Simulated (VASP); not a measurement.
# Cl (Pm-3n) in VASP: a series of runs

The runs below take Cl through single point, relaxation of cell and atoms, with PBE.

Everything below comes from runs of VASP 6.6.1. Logs are shortened: lines on timing, memory, paths and dates and some standing lists are left out, and cuts for length are marked.

## 1. The cell of the first run

The structure is cubic, space group Pm-3n (No. 223). The conventional cell has a = 5.512 Å, b = 5.512 Å, c = 5.512 Å, α = 90.00°, β = 90.00°, γ = 90.00°. Cl (site symmetry m-3) has 12 Cl at 3.08 Å within 4.1 Å. Within 3.6 Å of Cl (site symmetry -4m2) lie 14 Cl at 2.76 to 3.38 Å.

## 2. Single point, PBE

INCAR

```
  PREC = Accurate
  ENCUT = 520
  EDIFF = 1E-7
  ISMEAR = 0
  SIGMA = 0.1
  LREAL = False
  LASPH = True
  NELM = 60
  ALGO = Normal
  ISIF = 2
  LWAVE = False
  LCHARG = True
  GGA = PE
  LELF = True
  LVHAR = True
  NBANDS = 38
```

KPOINTS

```
regular mesh
0
Gamma
  4 4 4
```

POSCAR

```
Cl
1.0
    5.5118300719      0.0000000000      0.0000000000
    0.0000000000      5.5118300719      0.0000000000
    0.0000000000      0.0000000000      5.5118300719
Cl
8
Direct
    0.5000000000      0.5000000000      0.5000000000
    0.0000000000      0.0000000000      0.0000000000
    0.2500000000      0.0000000000      0.5000000000
    0.5000000000      0.2500000000      0.0000000000
    0.5000000000      0.7500000000      0.0000000000
    0.7500000000      0.0000000000      0.5000000000
    0.0000000000      0.5000000000      0.7500000000
    0.0000000000      0.5000000000      0.2500000000
```

Potentials or basis: VASP PAW PBE potentials, release 64 (Cl).

Started as:

```
$ cat potpaw_PBE.64/Cl/POTCAR > POTCAR
$ mpirun -np 1 vasp_std > vasp.out
```

OUTCAR:

```text
PREC = Accurate
   ENCUT = 520
   EDIFF = 1E-7
   ISMEAR = 0
   LREAL = False
   LASPH = True
   NELM = 60
   ISIF = 2
   GGA = PE

 ion  position               nearest neighbor table
   1  0.500  0.500  0.500-
   2  0.000  0.000  0.000-
   3  0.250  0.000  0.500-
   4  0.500  0.250  0.000-
   5  0.500  0.750  0.000-
   6  0.750  0.000  0.500-
   7  0.000  0.500  0.750-
   8  0.000  0.500  0.250-

  LATTYP: Found a simple cubic cell.
 ALAT       =     5.5118300719

  Lattice vectors:

 A1 = (   5.5118300719,   0.0000000000,   0.0000000000)
 A2 = (   0.0000000000,   5.5118300719,   0.0000000000)
 A3 = (   0.0000000000,   0.0000000000,   5.5118300719)

Analysis of symmetry for initial positions (statically):
=====================================================================
 Subroutine PRICEL returns:
 Original cell was already a primitive cell.

 Routine SETGRP: Setting up the symmetry group for a
 simple cubic supercell.

 Subroutine GETGRP returns: Found 48 space group operations
 (whereof 24 operations were pure point group operations)
 out of a pool of 48 trial point group operations.

The static configuration has the point symmetry T_h .
 The point group associated with its full space group is O_h .

Analysis of symmetry for dynamics (positions and initial velocities):
=====================================================================
 Subroutine PRICEL returns:
 Original cell was already a primitive cell.

 Routine SETGRP: Setting up the symmetry group for a
 simple cubic supercell.

 Subroutine GETGRP returns: Found 48 space group operations
 (whereof 24 operations were pure point group operations)
 out of a pool of 48 trial point group operations.

The dynamic configuration has the point symmetry T_h .
 The point group associated with its full space group is O_h .

 Subroutine INISYM returns: Found 48 space group operations
 (whereof 24 operations are pure point group operations),
 and found     1 'primitive' translations

----------------------------------------------------------------------------------------

                                     Primitive cell

  volume of cell :     167.4509

  direct lattice vectors                    reciprocal lattice vectors
     5.511830072  0.000000000  0.000000000     0.181427944  0.000000000  0.000000000
     0.000000000  5.511830072  0.000000000     0.000000000  0.181427944  0.000000000
     0.000000000  0.000000000  5.511830072     0.000000000  0.000000000  0.181427944

  length of vectors
     5.511830072  5.511830072  5.511830072     0.181427944  0.181427944  0.181427944

  position of ions in fractional coordinates (direct lattice)
     0.500000000  0.500000000  0.500000000
     0.000000000  0.000000000  0.000000000
     0.250000000  0.000000000  0.500000000
     0.500000000  0.250000000  0.000000000
     0.500000000  0.750000000  0.000000000
     0.750000000  0.000000000  0.500000000
     0.000000000  0.500000000  0.750000000
     0.000000000  0.500000000  0.250000000

  ion indices of the primitive-cell ions
   primitive index   ion index
                 1           1
                 2           2
                 3           3
                 4           4
                 5           5
                 6           6
                 7           7
                 8           8

----------------------------------------------------------------------------------------

 KPOINTS: regular mesh

Automatic generation of k-mesh.
 Grid dimensions read from file:
 generate k-points for:    4    4    4

 Generating k-lattice:

  Cartesian coordinates                     Fractional coordinates (reciprocal lattice)
     0.045356986  0.000000000  0.000000000     0.250000000  0.000000000  0.000000000
     0.000000000  0.045356986  0.000000000     0.000000000  0.250000000  0.000000000
     0.000000000  0.000000000  0.045356986     0.000000000  0.000000000  0.250000000

  Length of vectors
     0.045356986  0.045356986  0.045356986

  Shift w.r.t. Gamma in fractional coordinates (k-lattice)
     0.000000000  0.000000000  0.000000000

 Subroutine IBZKPT returns following result:
 ===========================================

 Found     10 irreducible k-points:

 Following reciprocal coordinates:
            Coordinates               Weight
  0.000000  0.000000  0.000000      1.000000
  0.250000  0.000000  0.000000      6.000000
  0.500000  0.000000  0.000000      3.000000
  0.250000  0.250000  0.000000     12.000000
  0.500000  0.250000  0.000000     12.000000
  0.500000  0.500000  0.000000      3.000000
  0.250000  0.250000  0.250000      8.000000
  0.500000  0.250000  0.250000     12.000000
  0.500000  0.500000  0.250000      6.000000
  0.500000  0.500000  0.500000      1.000000
   k-points           NKPTS =     10   k-points in BZ     NKDIM =     10   number of bands    NBANDS=     38
   number of dos      NEDOS =    301   number of ions     NIONS =      8
   total plane-waves  NPLWV =  74088
   dimension x,y,z NGX =    42 NGY =   42 NGZ =   42
   dimension x,y,z NGXF=    84 NGYF=   84 NGZF=   84
   ions per type =               8
   NGX,Y,Z   is equivalent  to a cutoff of  12.67, 12.67, 12.67 a.u.
   NGXF,Y,Z  is equivalent  to a cutoff of  25.34, 25.34, 25.34 a.u.
 SYSTEM =  unknown system
   PREC   = accura    normal or accurate (medium, high low for compatibility)
   ISTART =      0    job   : 0-new  1-cont  2-samecut
   ICHARG =      2    charge: 1-file 2-atom 10-const
   ISPIN  =      1    spin polarized calculation?
   LNONCOLLINEAR =      F non collinear calculations
   LSORBIT =      F    spin-orbit coupling
   LASPH  =      T    aspherical Exc in radial PAW
   ENCUT  =  520.0 eV  38.22 Ry    6.18 a.u.  10.25 10.25 10.25*2*pi/ulx,y,z
   NELM   =     60;   NELMIN=  2; NELMDL= -5     # of ELM steps
   EDIFF  = 0.1E-06   stopping-criterion for ELM
   LREAL  =      F    real-space projection
   EDIFFG = 0.1E-05   stopping-criterion for IOM
   NSW    =      0    number of steps for IOM
   IBRION =     -1    ionic relax: 0-MD 1-quasi-New 2-CG
   NFREE  =      0    steps in history (QN), initial steepest desc. (CG)
   ISIF   =      2    stress and relaxation
   ISYM   =      2    0-nonsym 1-usesym 2-fastsym
   POTIM  = 0.5000    time-step for ionic-motion
   TEBEG  =    0.0;   TEEND  =   0.0 temperature during run
   PSTRESS=    0.0 pullay stress
   NELECT =      56.0000    total number of electrons
   NUPDOWN=      -1.0000    fix difference up-down
   EMIN   =  10.00;   EMAX   =-10.00  energy-range for DOS
   EFERMI =   0.00;   METHOD = LEGACY
   ISMEAR =     0;   SIGMA  =   0.10  broadening in eV -4-tet -1-fermi 0-gaus
   EFERMI_NEDOS =   21; number of points for ismear=-14 and -15
   IALGO  =     38    algorithm
   IMIX   =      4    mixing-type and parameters
     AMIX     =   0.40;   BMIX     =  1.00
     AMIX_MAG =   1.60;   BMIX_MAG =  1.00
  volume/ion in A,a.u.               =      20.93       141.25
  Fermi-wavevector in a.u.,A,eV,Ry     =   1.136340  2.147372 17.568781  1.291269
  Thomas-Fermi vector in A             =   2.273045
   LORBIT       =      0    0 simple, 1 ext, 2 COOP (PROOUT), +10 PAW based schemes
   GGA     = PE    functional components
   LHFCALC =     F    Hartree Fock is set to
   AEXX    =    0.0000 exact exchange contribution
   IVDW    =     0    specifies the selected vdW correction
   LEPSILON=     F    determine dielectric tensor
   LRPA    =     F    only Hartree local field effects (RPA)
 non-spin polarized calculation
 Gauss-broadening in eV      SIGMA  =   0.10
  energy-cutoff  :      520.00
  volume of cell :      167.45
 maximum number of plane-waves:      4632
 NGX is ok and might be reduce to    42
   NGX = 21   NGY = 21   NGZ = 21

 number of electron      55.9999964 magnetization

 Free energy of the ion-electron system (eV)
  ---------------------------------------------------
  ext. energy  EPLUGINS =         0.00000000
  ---------------------------------------------------
  free energy    TOTEN  =        -8.10512290 eV

  energy without entropy =       -8.04963024  energy(sigma->0) =       -8.07737657

 E-fermi :   1.8480     XC(G=0):  -9.6097

 val. band max:        1.8299471982   @ k =   0.2500   0.2500   0.2500
 cond. band min:       1.8783136403   @ k =   0.5000   0.5000   0.2500
 fundamental gap:      0.0483664421
 Fermi energy:         1.8479684081

 k-point     1 :       0.0000    0.0000    0.0000
  band No.  band energies     occupation
      1     -13.6084      2.00000
      2     -12.3218      2.00000
      3     -12.3218      2.00000
      4     -11.8846      2.00000
      5     -11.2499      2.00000
      6     -11.2347      2.00000
[... 30 lines left out ...]
     37      12.3905      0.00000
     38      12.4192      0.00000

 k-point     2 :       0.2500    0.0000    0.0000
  band No.  band energies     occupation
      1     -13.4448      2.00000
      2     -12.5034      2.00000
      3     -12.2081      2.00000
      4     -11.9333      2.00000
      5     -11.3343      2.00000
      6     -11.3338      2.00000
[... 30 lines left out ...]
     37      12.5781      0.00000
     38      12.5812      0.00000

 k-point     3 :       0.5000    0.0000    0.0000
  band No.  band energies     occupation
      1     -13.0065      2.00000
      2     -13.0065      2.00000
      3     -11.9807      2.00000
      4     -11.9807      2.00000
      5     -11.4582      2.00000
      6     -11.4582      2.00000
[... 30 lines left out ...]
     37      12.7412      0.00000
[... 207 lines left out ...]
 k-point     9 :       0.5000    0.5000    0.2500
  band No.  band energies     occupation
      1     -12.4799      2.00000
      2     -12.2915      2.00000
      3     -12.2915      2.00000
      4     -12.2614      2.00000
      5     -11.7752      2.00000
      6     -11.6239      2.00000
[... 30 lines left out ...]
     37      12.7764      0.00000
     38      13.2340      0.00000

 k-point    10 :       0.5000    0.5000    0.5000
  band No.  band energies     occupation
      1     -12.0267      2.00000
      2     -12.0267      2.00000
      3     -12.0267      2.00000
      4     -12.0267      2.00000
      5     -12.0267      2.00000
      6     -12.0267      2.00000
[... 30 lines left out ...]
     37      12.3071      0.00000
     38      12.3071      0.00000

------------------------ aborting loop because EDIFF is reached ----------------------------------------

  FORCE on cell =-STRESS in cart. coord.  units (eV):
  Direction    XX          YY          ZZ          XY          YZ          ZX
  --------------------------------------------------------------------------------------
  -------------------------------------------------------------------------------------
  Total       -0.0476079     -0.0476079     -0.0476079      0.0000000     -0.0000000     -0.0000000
  in kB       -0.4555145     -0.4555145     -0.4555145      0.0000000     -0.0000000     -0.0000000
  external PRESSURE =      -0.4555145 kB  Pullay stress =       0.0000000 kB

 VOLUME and BASIS-vectors are now :
 -----------------------------------------------------------------------------
  energy-cutoff  :      520.00
  volume of cell :      167.45
      direct lattice vectors                 reciprocal lattice vectors
     5.511830072  0.000000000  0.000000000     0.181427944  0.000000000  0.000000000
     0.000000000  5.511830072  0.000000000     0.000000000  0.181427944  0.000000000
     0.000000000  0.000000000  5.511830072     0.000000000  0.000000000  0.181427944

 POSITION                                       TOTAL-FORCE (eV/Angst)
 -----------------------------------------------------------------------------------
      2.75592      2.75592      2.75592        -0.000000      0.000000     -0.000000
      0.00000      0.00000      0.00000        -0.000000      0.000000     -0.000000
      1.37796      0.00000      2.75592        -0.000000     -0.000000      0.000000
      2.75592      1.37796      0.00000        -0.000000     -0.000000     -0.000000
      2.75592      4.13387      0.00000         0.000000      0.000000      0.000000
      4.13387      0.00000      2.75592         0.000000     -0.000000     -0.000000
      0.00000      2.75592      4.13387         0.000000     -0.000000      0.000000
      0.00000      2.75592      1.37796        -0.000000      0.000000     -0.000000
 -----------------------------------------------------------------------------------
    total drift:                                0.000000     -0.000000     -0.000000

  FREE ENERGIE OF THE ION-ELECTRON SYSTEM (eV)
  ---------------------------------------------------
  free  energy   TOTEN  =        -8.1051229036 eV

  energy  without entropy=       -8.0496302377  energy(sigma->0) =       -8.07737657
```

It took 27 s on 1 thread of Intel Xeon 6975P-C (Granite Rapids), shared host; peak memory 0.26 GiB.

What came out:

```yaml
Free_energy: -8.1051 eV
Pressure: 0.0 GPa
Band_gap_on_the_k_mesh: zero (bands 28 and 29 overlap by 0.77 eV)
```

Levels at points of the mesh, in eV from the Fermi level:
| k point | band 25 | band 26 | band 27 | band 28 | band 29 | band 30 | band 31 | band 32 |
| --- | --- | --- | --- | --- | --- | --- | --- | --- |
| (0.00, 0.00, 0.00) | -0.25 | -0.25 | 0.19 | 0.19 | 0.19 | 1.26 | 1.26 | 1.26 |
| (0.50, 0.00, 0.00) | -0.50 | -0.50 | 0.22 | 0.22 | 0.34 | 0.34 | 1.19 | 1.19 |
| (0.50, 0.50, 0.00) | -0.45 | -0.45 | -0.43 | -0.31 | -0.28 | 0.35 | 0.35 | 1.12 |
| (0.50, 0.50, 0.50) | -0.90 | -0.90 | -0.54 | -0.54 | -0.54 | -0.54 | -0.54 | -0.54 |

## 3. Single point, PBE

This run uses another cell than the first one, of 21.02 Å³/atom.

INCAR

```
SYSTEM = Cl
PREC = Accurate
ENCUT = 520
EDIFF = 1E-6
ISMEAR = 0
SIGMA = 0.1
LREAL = .False.
LASPH = .True.
NELM = 100
ALGO = Normal
ISIF = 2
LWAVE = .False.
LCHARG = .False.
GGA = PE
NBANDS = 38
```

KPOINTS

```
Automatic mesh
0
Gamma
  8 8 8
  0 0 0
```

POSCAR: that of step 2 with these lines changed.

```diff
@@ -2,5 +2,5 @@
 1.0
-    5.5118300719      0.0000000000      0.0000000000
-    0.0000000000      5.5118300719      0.0000000000
-    0.0000000000      0.0000000000      5.5118300719
+    5.5198347819      0.0000000000      0.0000000000
+    0.0000000000      5.5198347819      0.0000000000
+    0.0000000000      0.0000000000      5.5198347819
 Cl
```

Potentials or basis: VASP PAW PBE potentials, release 64 (Cl).

Started as:

```
$ cat potpaw_PBE.64/Cl/POTCAR > POTCAR
$ mpirun -np 1 vasp_std > vasp.out
```

Wall time 75 s (1 thread of Intel Xeon 6975P-C (Granite Rapids), shared host); peak memory 0.33 GiB.

The run converged. Its results:

| Quantity | Value |
| --- | --- |
| Free energy | -8.1257 eV |
| Pressure | -0.1 GPa |
| Band gap on the k mesh | zero (bands 28 and 29 overlap by 0.78 eV) |

Levels at points of the mesh, in eV from the Fermi level:
```
           k point  band 26  band 27  band 28  band 29  band 30  band 31
(0.00, 0.00, 0.00)    -0.28     0.20     0.20     0.20     1.34     1.34
(0.50, 0.00, 0.00)    -0.46     0.21     0.21     0.33     0.33     1.27
(0.50, 0.50, 0.00)    -0.41    -0.40    -0.30    -0.27     0.33     0.33
(0.50, 0.50, 0.50)    -0.86    -0.55    -0.55    -0.55    -0.55    -0.55
```

## 4. Relaxation of cell and atoms, PBE

This run uses another cell than the first one, of 28.83 Å³/atom.

INCAR

```
SYSTEM = Cl
ALGO = Normal ; EDIFF = 1E-6
EDIFFG = -0.04 ; ENCUT = 600
GGA = PE ; IBRION = 2
ISIF = 3 ; ISMEAR = 0
LASPH = .True. ; LCHARG = .False.
LREAL = .False. ; LWAVE = .False.
NELM = 100 ; NSW = 90
PREC = Accurate ; SIGMA = 0.1
```

KPOINTS

```
k-points
0
Gamma
  4 4 4
  0 0 0
```

POSCAR: that of step 3 with these lines changed.

```diff
@@ -2,5 +2,5 @@
 1.0
-    5.5198347819      0.0000000000      0.0000000000
-    0.0000000000      5.5198347819      0.0000000000
-    0.0000000000      0.0000000000      5.5198347819
+    6.1325604359      0.0000000000      0.0000000000
+    0.0000000000      6.1325604359      0.0000000000
+    0.0000000000      0.0000000000      6.1325604359
 Cl
```

Started as:

```
$ cat potpaw_PBE.64/Cl/POTCAR > POTCAR
$ mpirun -np 1 vasp_std > vasp.out
```

Run time: 3.1 min. Hardware: 1 thread of Intel Xeon 6975P-C (Granite Rapids), shared host; peak memory 0.38 GiB.

Results (log left out):

| Quantity | Value |
| --- | --- |
| Free energy | -8.1078 eV |
| Relaxed volume | 20.98 Å³/atom |
| Relaxed cell | a = 5.516 Å, b = 5.516 Å, c = 5.516 Å, α = 90.00°, β = 90.00°, γ = 90.00° |
| Space group after relaxing (to 0.1 Å) | Pm-3n (No. 223) |
| Energy gained by relaxing | 155.1 meV/atom |
| Ionic steps | 6 |
| Pressure after relaxing | -0.1 GPa |
| Band gap on the k mesh | zero (bands 28 and 29 overlap by 0.76 eV) |

The path:
```tsv
step	energy change (eV)	largest force (eV/Å)	pressure (GPa)	volume (Å³)
1	0.0000	0.0000	-4.39	230.64
2	-0.6678	0.0000	-3.89	205.25
3	-0.5839	0.0000	9.28	140.40
4	-1.1733	0.0000	-1.81	178.67
5	-1.2376	0.0000	0.50	165.21
6	-1.2408	0.0000	-0.07	167.87
```

Final structure:
```
Cl
1.0
     5.51647    0.00000    0.00000
     0.00000    5.51647    0.00000
     0.00000    0.00000    5.51647
Cl
8
Direct
  0.50000 0.50000 0.50000
  0.00000 0.00000 0.00000
  0.25000 0.00000 0.50000
  0.50000 0.25000 0.00000
  0.50000 0.75000 0.00000
  0.75000 0.00000 0.50000
  0.00000 0.50000 0.75000
  0.00000 0.50000 0.25000
```

Levels at points of the mesh, in eV from the Fermi level:
```tsv
k point	band 24	band 25	band 26	band 27	band 28	band 29	band 30	band 31	band 32	band 33
(0.00, 0.00, 0.00)	-0.25	-0.25	-0.25	0.19	0.19	0.19	1.26	1.26	1.26	9.50
(0.50, 0.00, 0.00)	-0.93	-0.50	-0.50	0.22	0.22	0.34	0.34	1.19	1.19	9.60
(0.50, 0.50, 0.00)	-0.80	-0.45	-0.45	-0.43	-0.31	-0.27	0.35	0.35	1.11	8.90
(0.50, 0.50, 0.50)	-0.90	-0.90	-0.90	-0.54	-0.54	-0.54	-0.54	-0.54	-0.54	10.46
```

Caveat: the volume moved by over 15 % at a fixed basis, so the end points are rough.

## 5. The runs side by side

```csv
task,cell,k mesh,cutoff (eV),gap on the mesh (eV),pressure (GPa)
single point,"a = 5.512 Å, 8 atoms",4 × 4 × 4,520,none,0.0
single point,"a = 5.520 Å, 8 atoms",8 × 8 × 8,520,none,-0.1
relaxation of cell and atoms,"relaxed from a = 6.133 Å, 8 atoms",4 × 4 × 4,600,none,-0.1
```

Alike in all rows: level PBE; potentials or basis VASP PAW PBE potentials, release 64 (Cl); no spin polarisation; smearing gaussian 0.1 eV.

Caveats: the volume moved by over 15 % at a fixed basis, so the end points are rough (at least some runs).

Absolute energies hang on the potentials; compare differences alone.
